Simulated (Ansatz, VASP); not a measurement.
Two plane-wave programs on Mn

INCAR

```
SYSTEM = Mn
ALGO = Normal
EDIFF = 1E-6
ENCUT = 520
GGA = RE
ISIF = 2
ISMEAR = -1
ISPIN = 2
LASPH = .True.
LCHARG = .True.
LELF = .True.
LMAXMIX = 4
LORBIT = 11
LREAL = .False.
LVHAR = .True.
LWAVE = .False.
MAGMOM = 0.547
NBANDS = 16
NELM = 150
PREC = Accurate
SIGMA = 0.05
```

The input KPOINTS:

```
k-points
0
Gamma
  22 22 22
  0 0 0
```

The input POSCAR:

```
Mn
1.0
    2.3027118846      0.0000000000      0.0000000000
    0.0000000000      2.3027118846      0.0000000000
    0.0000000000      0.0000000000      2.3027118846
Mn
1
Direct
    0.0000000000      0.0000000000      0.0000000000
```

Input for Ansatz:

```yaml
crystal:
  lattice:
    - [2.3027118846, 0.0, 0.0]
    - [0.0, 2.3027118846, 0.0]
    - [0.0, 0.0, 2.3027118846]
  atoms:
    - { symbol: Mn, position: [0.0, 0.0, 0.0], spin: 0.547 }
hamiltonian:
  xc: revpbe
  pseudopotentials:
    kind: paw
    azcp:
      Mn: "pseudopotentials/Mn.paw.azcp"
basis:
  ecutwfc: 420
  fft_grid_basis: typed
kpoints:
  mp_grid: { grid: [22, 22, 22], shift: [0, 0, 0] }
magnetization:
  spin_polarized: true
scf:
  occupations: { method: fermi_dirac, width: 0.05 }
output:
  write_density: true
  write_potential: true
  elf: true
  volumetric_format: npy
```

Alike in both runs: task single point; functional revPBE; k mesh 22 × 22 × 22; occupations fermi-dirac, width 0.05 eV; collinear spin.

```csv
,VASP,Ansatz
version,VASP 6.6.1,Ansatz 0.2.0
potentials or method,"VASP PAW PBE potentials, release 64 (Mn_pv), cutoff 520 eV","plane waves (420 eV) with PAW, scalar-relativistic"
valence electrons in the cell,13,15
```

VASP gave:

| Property | Result |
| --- | --- |
| net moment per atom (μB) | 0.57 |
| size of the moment on the site where the two differ most (μB) | 0.57 |

Q: What did Ansatz give for the same quantities?

A: net moment per atom (μB): 0.57; size of the moment on the site where the two differ most (μB): 0.55.

VASP's potentials were made for PBE, not for revPBE. Site moments also hang on the region over which each program counts them. The functional is the same, so the differences come from potentials, cutoffs and numerics. VASP's potentials hold 13 valence electrons a cell and Ansatz's 15, so a difference there can come from the potentials and not from the codes.
